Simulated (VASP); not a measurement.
A run of VASP 6.6.1 is set up as follows.

INCAR

```
SYSTEM = BN
PREC = Accurate
ENCUT = 520
EDIFF = 1E-8
ISMEAR = 0
SIGMA = 0.01
LREAL = .FALSE.
LASPH = .TRUE.
NELM = 100
ALGO = Normal
ISIF = 2
LWAVE = .FALSE.
LCHARG = .FALSE.
GGA = CA
IBRION = 8
NSW = 1
LEPSILON = .TRUE.
```

KPOINTS

```
Automatic mesh
0
G
  12 12 12
  0 0 0
```

File POSCAR:

```
BN
1.0
    0.0000000000      1.7899407159      1.7899407159
    1.7899407159      0.0000000000      1.7899407159
    1.7899407159      1.7899407159      0.0000000000
B N
1 1
Direct
    0.0000000000      0.0000000000      0.0000000000
    0.2500000000      0.2500000000      0.2500000000
```

Potentials or basis: VASP PAW LDA potentials, release 64 (B, N).

The run is started by

```sh
$ cat potpaw_LDA.64/B/POTCAR potpaw_LDA.64/N/POTCAR > POTCAR
$ mpirun -np 1 vasp_std > vasp.out
```

What does it give for the electronic dielectric tensor (diagonal)?

4.56.

Estimate the Born charges (mean of the diagonal).

B +1.87; N -1.87 e.

Estimate the highest phonon frequency at Γ, LO-TO splitting left out.

1071 cm⁻¹.

Electronic dielectric tensor:
```
4.56 0.00 0.00
0.00 4.56 0.00
0.00 0.00 4.56
```

Caveat: the cell wasn't relaxed at this level first, which shifts response properties.
